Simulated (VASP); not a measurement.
# PbF2 (I4/mmm) in VASP: a series of runs

PbF2 is run at these levels: PBE; tasks: single point.

All numbers are computed with VASP 6.6.1; they aren't measurements. Logs are shortened: lines on timing, memory, paths and dates and some standing lists are left out, and cuts for length are marked.

## 1. The cell of the first run

The structure is tetragonal, space group I4/mmm (No. 139). The conventional cell has a = 3.488 Å, b = 3.488 Å, c = 7.564 Å, α = 90.00°, β = 90.00°, γ = 90.00°. Within 3.5 Å of Pb (site symmetry 4/mmm) lie 10 F at 2.57 to 2.75 Å and 4 Pb at 3.49 Å. Within 3.2 Å of F (site symmetry 4mm) lie 5 F at 2.42 to 2.82 Å and 5 Pb at 2.57 to 2.75 Å.

The cell was generated, and may not be a known phase.

## 2. Single point, PBE

Input file INCAR:

```
SYSTEM = PbF2
ALGO     = Normal         ! electronic algorithm
EDIFF    = 1E-6           ! SCF threshold, eV
ENCUT    = 520            ! plane-wave cutoff, eV
GGA      = PE             ! functional
ISIF     = 2              ! what is computed and relaxed
ISMEAR   = 0              ! smearing method
LASPH    = .True.         ! aspherical terms in the spheres
LCHARG   = .False.        ! write CHGCAR
LREAL    = .False.        ! projectors in reciprocal space
LWAVE    = .False.        ! write WAVECAR
NBANDS   = 21             ! bands
NELM     = 100            ! most SCF steps
PREC     = Accurate       ! precision mode
SIGMA    = 0.1            ! smearing width, eV
```

Input file KPOINTS:

```
k-points
0
Gamma
  8 8 8
  0 0 0
```

Input file POSCAR:

```
PbF2
1.0
   -1.7441314126      1.7441314126      3.7820291914
    1.7441314126     -1.7441314126      3.7820291914
    1.7441314126      1.7441314126     -3.7820291914
Pb F
1 2
Direct
    0.0000000000      0.0000000000      0.0000000000
    0.3397941051      0.3397941051      0.0000000000
    0.6602058949      0.6602058949      0.0000000000
```

Potentials or basis: VASP PAW PBE potentials, release 64 (Pb_d, F).

On the command line:

```console
$ cat potpaw_PBE.64/Pb_d/POTCAR potpaw_PBE.64/F/POTCAR > POTCAR
$ mpirun -np 1 vasp_std > vasp.out
```

OUTCAR:

```text
SYSTEM = PbF2
   EDIFF = 1E-6
   ENCUT = 520
   GGA = PE
   ISIF = 2
   ISMEAR = 0
   LASPH = .True.
   LREAL = .False.
   NELM = 100
   PREC = Accurate

 ion  position               nearest neighbor table
   1  0.000  0.000  0.000-   2 2.57   3 2.57   3 2.75   2 2.75   3 2.75   3 2.75   3 2.75   2 2.75
                             2 2.75   2 2.75
   2  0.340  0.340  0.000-   1 2.57   1 2.75   1 2.75   1 2.75   1 2.75
   3  0.660  0.660  0.000-   1 2.57   1 2.75   1 2.75   1 2.75   1 2.75

  LATTYP: Found a body centered tetragonal cell.
 ALAT       =     3.4882628252
 C/A-ratio  =     2.1684313258

  Lattice vectors:

 A1 = (  -1.7441314126,   1.7441314126,   3.7820291914)
 A2 = (   1.7441314126,  -1.7441314126,   3.7820291914)
 A3 = (   1.7441314126,   1.7441314126,  -3.7820291914)

Analysis of symmetry for initial positions (statically):
=====================================================================
 Subroutine PRICEL returns:
 Original cell was already a primitive cell.

 Routine SETGRP: Setting up the symmetry group for a
 body centered tetragonal supercell.

 Subroutine GETGRP returns: Found 16 space group operations
 (whereof 16 operations were pure point group operations)
 out of a pool of 16 trial point group operations.

The static configuration has the point symmetry D_4h.

Analysis of symmetry for dynamics (positions and initial velocities):
=====================================================================
 Subroutine PRICEL returns:
 Original cell was already a primitive cell.

 Routine SETGRP: Setting up the symmetry group for a
 body centered tetragonal supercell.

 Subroutine GETGRP returns: Found 16 space group operations
 (whereof 16 operations were pure point group operations)
 out of a pool of 16 trial point group operations.

The dynamic configuration has the point symmetry D_4h.

 Subroutine INISYM returns: Found 16 space group operations
 (whereof 16 operations are pure point group operations),
 and found     1 'primitive' translations

----------------------------------------------------------------------------------------

                                     Primitive cell

  volume of cell :      46.0196

  direct lattice vectors                    reciprocal lattice vectors
    -1.744131413  1.744131413  3.782029191     0.000000000  0.286675646  0.132204162
     1.744131413 -1.744131413  3.782029191     0.286675646  0.000000000  0.132204162
     1.744131413  1.744131413 -3.782029191     0.286675646  0.286675646  0.000000000

  length of vectors
     4.515277796  4.515277796  4.515277796     0.315691094  0.315691094  0.405420587

  position of ions in fractional coordinates (direct lattice)
     0.000000000  0.000000000  0.000000000
     0.339794105  0.339794105  0.000000000
     0.660205895  0.660205895  0.000000000

  ion indices of the primitive-cell ions
   primitive index   ion index
                 1           1
                 2           2
                 3           3

----------------------------------------------------------------------------------------

 KPOINTS: k-points

Automatic generation of k-mesh.
 Grid dimensions read from file:
 generate k-points for:    8    8    8

 Generating k-lattice:

  Cartesian coordinates                     Fractional coordinates (reciprocal lattice)
     0.000000000  0.035834456  0.016525520     0.125000000 -0.000000000  0.000000000
     0.035834456  0.000000000  0.016525520    -0.000000000  0.125000000  0.000000000
     0.035834456  0.035834456  0.000000000     0.000000000  0.000000000  0.125000000

  Length of vectors
     0.039461387  0.039461387  0.050677573

  Shift w.r.t. Gamma in fractional coordinates (k-lattice)
     0.000000000  0.000000000  0.000000000

 Subroutine IBZKPT returns following result:
 ===========================================

 Found     59 irreducible k-points:

 Following reciprocal coordinates:
            Coordinates               Weight
  0.000000  0.000000  0.000000      1.000000
  0.125000 -0.000000  0.000000      8.000000
  0.250000 -0.000000  0.000000      8.000000
  0.375000 -0.000000  0.000000      8.000000
  0.500000 -0.000000  0.000000      4.000000
  0.125000  0.125000  0.000000      8.000000
[... 16 lines left out ...]
  0.250000  0.125000  0.125000     16.000000
  0.375000  0.125000  0.125000      8.000000
 [... further k-points ...]
   k-points           NKPTS =     59   k-points in BZ     NKDIM =     59   number of bands    NBANDS=     21
   number of dos      NEDOS =    301   number of ions     NIONS =      3
   total plane-waves  NPLWV =  46656
   dimension x,y,z NGX =    36 NGY =   36 NGZ =   36
   dimension x,y,z NGXF=    72 NGYF=   72 NGZF=   72
   ions per type =               1   2
   NGX,Y,Z   is equivalent  to a cutoff of  13.25, 13.25, 13.25 a.u.
   NGXF,Y,Z  is equivalent  to a cutoff of  26.51, 26.51, 26.51 a.u.
 SYSTEM =  PbF2
   PREC   = accura    normal or accurate (medium, high low for compatibility)
   ISTART =      0    job   : 0-new  1-cont  2-samecut
   ICHARG =      2    charge: 1-file 2-atom 10-const
   ISPIN  =      1    spin polarized calculation?
   LNONCOLLINEAR =      F non collinear calculations
   LSORBIT =      F    spin-orbit coupling
   LASPH  =      T    aspherical Exc in radial PAW
   ENCUT  =  520.0 eV  38.22 Ry    6.18 a.u.   8.40  8.40  8.40*2*pi/ulx,y,z
   NELM   =    100;   NELMIN=  2; NELMDL= -5     # of ELM steps
   EDIFF  = 0.1E-05   stopping-criterion for ELM
   LREAL  =      F    real-space projection
[... 7 lines left out ...]
   TEBEG  =    0.0;   TEEND  =   0.0 temperature during run
   PSTRESS=    0.0 pullay stress
   NELECT =      28.0000    total number of electrons
   NUPDOWN=      -1.0000    fix difference up-down
   EMIN   =  10.00;   EMAX   =-10.00  energy-range for DOS
   EFERMI =   0.00;   METHOD = LEGACY
   ISMEAR =     0;   SIGMA  =   0.10  broadening in eV -4-tet -1-fermi 0-gaus
   EFERMI_NEDOS =   21; number of points for ismear=-14 and -15
   IALGO  =     38    algorithm
   IMIX   =      4    mixing-type and parameters
     AMIX     =   0.40;   BMIX     =  1.00
     AMIX_MAG =   1.60;   BMIX_MAG =  1.00
  volume/ion in A,a.u.               =      15.34       103.52
  Fermi-wavevector in a.u.,A,eV,Ry     =   1.387223  2.621472 26.182900  1.924389
  Thomas-Fermi vector in A             =   2.511465
   LORBIT       =      0    0 simple, 1 ext, 2 COOP (PROOUT), +10 PAW based schemes
   GGA     = PE    functional components
   LHFCALC =     F    Hartree Fock is set to
   AEXX    =    0.0000 exact exchange contribution
   IVDW    =     0    specifies the selected vdW correction
   LEPSILON=     F    determine dielectric tensor
   LRPA    =     F    only Hartree local field effects (RPA)
 non-spin polarized calculation
 Gauss-broadening in eV      SIGMA  =   0.10
  energy-cutoff  :      520.00
  volume of cell :       46.02
 maximum number of plane-waves:      1267
 NGX is ok and might be reduce to    36
   NGX = 17   NGY = 17   NGZ = 17

 number of electron      27.9999991 magnetization

 Free energy of the ion-electron system (eV)
  ---------------------------------------------------
  ext. energy  EPLUGINS =         0.00000000
  ---------------------------------------------------
  free energy    TOTEN  =       -13.60300227 eV

  energy without entropy =      -13.60300227  energy(sigma->0) =      -13.60300227

 E-fermi :   3.2238     XC(G=0): -10.3266

 val. band max:        2.7854483937   @ k =   0.5000  -0.0000   0.0000
 cond. band min:       5.9931037538   @ k =   0.5000  -0.0000   0.0000
 fundamental gap:      3.2076553601
 Fermi energy:         3.2237851562

 k-point     1 :       0.0000    0.0000    0.0000
  band No.  band energies     occupation
      1     -17.9577      2.00000
      2     -17.0034      2.00000
      3     -12.2529      2.00000
      4     -12.0024      2.00000
      5     -11.9209      2.00000
      6     -11.8862      2.00000
[... 13 lines left out ...]
     20      16.2850      0.00000
     21      20.5178      0.00000

 k-point     2 :       0.1250   -0.0000    0.0000
  band No.  band energies     occupation
      1     -17.9167      2.00000
      2     -17.0315      2.00000
      3     -12.2291      2.00000
      4     -11.9796      2.00000
      5     -11.9344      2.00000
      6     -11.8859      2.00000
[... 13 lines left out ...]
     20      16.9570      0.00000
     21      20.7036      0.00000

 k-point     3 :       0.2500   -0.0000    0.0000
  band No.  band energies     occupation
      1     -17.8077      2.00000
      2     -17.1077      2.00000
      3     -12.1806      2.00000
      4     -11.9669      2.00000
      5     -11.9251      2.00000
      6     -11.8759      2.00000
[... 13 lines left out ...]
     20      17.6357      0.00000
     21      21.1387      0.00000

 k-point     4 :       0.3750   -0.0000    0.0000
  band No.  band energies     occupation
      1     -17.6728      2.00000
      2     -17.2077      2.00000
      3     -12.1440      2.00000
      4     -11.9991      2.00000
      5     -11.9030      2.00000
      6     -11.8618      2.00000
[... 13 lines left out ...]
     20      18.4683      0.00000
     21      20.6912      0.00000

 k-point     5 :       0.5000   -0.0000    0.0000
  band No.  band energies     occupation
      1     -17.5977      2.00000
      2     -17.2679      2.00000
      3     -12.1317      2.00000
      4     -12.0124      2.00000
      5     -11.9008      2.00000
      6     -11.8576      2.00000
[... 13 lines left out ...]
     20      18.6501      0.00000
     21      21.0989      0.00000

 k-point     6 :       0.1250    0.1250    0.0000
  band No.  band energies     occupation
      1     -17.8611      2.00000
      2     -17.0755      2.00000
      3     -12.2028      2.00000
      4     -11.9526      2.00000
      5     -11.9447      2.00000
      6     -11.8952      2.00000
[... 13 lines left out ...]
     20      17.4504      0.00000
     21      20.5655      0.00000

 k-point     7 :       0.2500    0.1250    0.0000
  band No.  band energies     occupation
      1     -17.7495      2.00000
      2     -17.1543      2.00000
      3     -12.1478      2.00000
      4     -11.9718      2.00000
      5     -11.9136      2.00000
      6     -11.8902      2.00000
[... 13 lines left out ...]
     20      18.5908      0.00000
     21      20.6024      0.00000
[... 291 lines left out ...]
      1     -17.6497      2.00000
      2     -17.1598      2.00000
      3     -12.0068      2.00000
      4     -11.9645      2.00000
      5     -11.9373      2.00000
      6     -11.9063      2.00000
[... 13 lines left out ...]
     20      18.6722      0.00000
     21      19.0132      0.00000

 k-point    21 :       0.5000    0.5000    0.0000
  band No.  band energies     occupation
      1     -17.6083      2.00000
      2     -17.1792      2.00000
      3     -12.0038      2.00000
      4     -11.9782      2.00000
      5     -11.9320      2.00000
      6     -11.8779      2.00000
[... 13 lines left out ...]
     20      17.8055      0.00000
     21      19.8688      0.00000

 k-point    22 :       0.1250    0.1250    0.1250
  band No.  band energies     occupation
      1     -17.7351      2.00000
      2     -17.1357      2.00000
      3     -12.0745      2.00000
      4     -11.9865      2.00000
      5     -11.9265      2.00000
      6     -11.8962      2.00000
[... 13 lines left out ...]
     20      19.4551      0.00000
     21      20.0977      0.00000

 k-point    23 :       0.2500    0.1250    0.1250
  band No.  band energies     occupation
      1     -17.6421      2.00000
      2     -17.1992      2.00000
      3     -12.0183      2.00000
      4     -11.9939      2.00000
      5     -11.9310      2.00000
      6     -11.8963      2.00000
[... 13 lines left out ...]
     20      19.0456      0.00000
     21      20.7713      0.00000

 k-point    24 :       0.3750    0.1250    0.1250
  band No.  band energies     occupation
      1     -17.5940      2.00000
      2     -17.2350      2.00000
      3     -12.0011      2.00000
      4     -11.9965      2.00000
      5     -11.9251      2.00000
      6     -11.9064      2.00000
[... 13 lines left out ...]
     20      18.9434      0.00000
     21      21.7653      0.00000

 [... further k-points ...]
[... 5 lines left out ...]
  --------------------------------------------------------------------------------------
  -------------------------------------------------------------------------------------
  Total       -0.0899609     -0.0899609     -0.0106282      0.0000000      0.0000000      0.0000000
  in kB       -3.1319942     -3.1319942     -0.3700201      0.0000000      0.0000000      0.0000000
  external PRESSURE =      -2.2113362 kB  Pullay stress =       0.0000000 kB

 VOLUME and BASIS-vectors are now :
 -----------------------------------------------------------------------------
  energy-cutoff  :      520.00
  volume of cell :       46.02
      direct lattice vectors                 reciprocal lattice vectors
    -1.744131413  1.744131413  3.782029191     0.000000000  0.286675646  0.132204162
     1.744131413 -1.744131413  3.782029191     0.286675646  0.000000000  0.132204162
     1.744131413  1.744131413 -3.782029191     0.286675646  0.286675646  0.000000000

 POSITION                                       TOTAL-FORCE (eV/Angst)
 -----------------------------------------------------------------------------------
      0.00000      0.00000      0.00000         0.000000      0.000000      0.000000
      0.00000      0.00000      2.57022        -0.000000     -0.000000     -0.038920
      0.00000      0.00000      4.99384         0.000000      0.000000      0.038920
 -----------------------------------------------------------------------------------
    total drift:                               -0.000000      0.000000     -0.000000

  FREE ENERGIE OF THE ION-ELECTRON SYSTEM (eV)
  ---------------------------------------------------
  free  energy   TOTEN  =       -13.6030022697 eV

  energy  without entropy=      -13.6030022697  energy(sigma->0) =      -13.60300227
```

Wall time 31 s (1 thread of Intel Xeon 6975P-C (Granite Rapids), shared host); peak memory 0.22 GiB.

What came out:

| Quantity | Value |
| --- | --- |
| Free energy | -13.6030 eV |
| Pressure | -0.2 GPa |
| Largest force | 0.039 eV/Å |
| Band gap on the k mesh | 3.21 eV |

Forces in eV/Å, atoms in the order of the input:
```
Pb   0.000  0.000  0.000
F    0.000  0.000 -0.039
F    0.000  0.000  0.039
```

Stress tensor (GPa, compression positive):
```
-0.31  0.00  0.00
 0.00 -0.31  0.00
 0.00  0.00 -0.04
```

Caveat: spin-orbit coupling is left out, which moves the levels of the heavy elements. A k mesh can miss the band edges.

## 3. Single point, PBE

This run uses another cell than the first one, of 19.98 Å³/atom.

Input file INCAR:

```
PREC = Accurate ; ENCUT = 520
EDIFF = 1E-6 ; ISMEAR = 0
SIGMA = 0.1 ; LREAL = False
LASPH = True ; NELM = 100
ALGO = Normal ; ISIF = 2
LWAVE = False ; LCHARG = True
GGA = PE ; LELF = True
LVHAR = True ; NBANDS = 21
```

Input file KPOINTS:

```
Automatic mesh
0
Gamma
  8 8 8
```

Input file POSCAR:

```
PbF2
1.0
   -1.6636443700      1.6636443700      5.4130358600
    1.6636443700     -1.6636443700      5.4130358600
    1.6636443700      1.6636443700     -5.4130358600
Pb F
1 2
Direct
    0.0000000000      0.0000000000      0.0000000000
    0.3400000000      0.3400000000      0.0000000000
    0.6600000000      0.6600000000      0.0000000000
```

Potentials or basis: VASP PAW PBE potentials, release 64 (Pb_d, F).

On the command line:

```console
$ cat potpaw_PBE.64/Pb_d/POTCAR potpaw_PBE.64/F/POTCAR > POTCAR
$ mpirun -np 1 vasp_std > vasp.out
```

Run time: 79 s. Hardware: 1 thread of Intel Xeon 6975P-C (Granite Rapids), shared host; peak memory 0.33 GiB.

It converged, with:

```yaml
Free_energy: -11.9265 eV
Pressure: -9.8 GPa
Largest_force: 2.273 eV/Å
Band_gap_on_the_k_mesh: 1.94 eV (least direct gap 2.07 eV)
```

Forces in eV/Å, atoms in the order of the input:
```
Pb   0.000  0.000  0.000
F    0.000  0.000  2.273
F    0.000  0.000 -2.273
```

Stress tensor (GPa, compression positive):
```
 -3.53   0.00   0.00
  0.00  -3.53   0.00
  0.00   0.00 -22.35
```

Levels at points of the mesh, in eV from the valence-band top:
| k point | band 10 | band 11 | band 12 | band 13 | band 14 | band 15 | band 16 | band 17 | band 18 | band 19 |
| --- | --- | --- | --- | --- | --- | --- | --- | --- | --- | --- |
| (0.00, 0.00, 0.00) | -0.83 | -0.54 | -0.54 | -0.42 | -0.42 | 4.10 | 7.97 | 7.97 | 10.34 | 11.99 |
| (0.50, 0.00, 0.00) | -1.48 | -0.80 | -0.36 | -0.35 | -0.13 | 1.94 | 5.74 | 9.27 | 11.50 | 13.69 |
| (0.50, 0.50, 0.00) | -1.59 | -1.25 | -0.95 | -0.67 | -0.61 | 2.57 | 2.70 | 5.79 | 10.10 | 13.79 |
| (0.50, 0.50, 0.50) | -0.73 | -0.73 | -0.23 | -0.23 | -0.01 | 3.10 | 8.00 | 8.00 | 11.78 | 11.90 |

Caveat: the stress differs along the axes, from -22 to -4 GPa; spin-orbit coupling is left out, which moves the levels of the heavy elements; forces of over 1 eV/Å act on the atoms, so gaps and moduli don't describe the material at rest. A k mesh can miss the band edges.
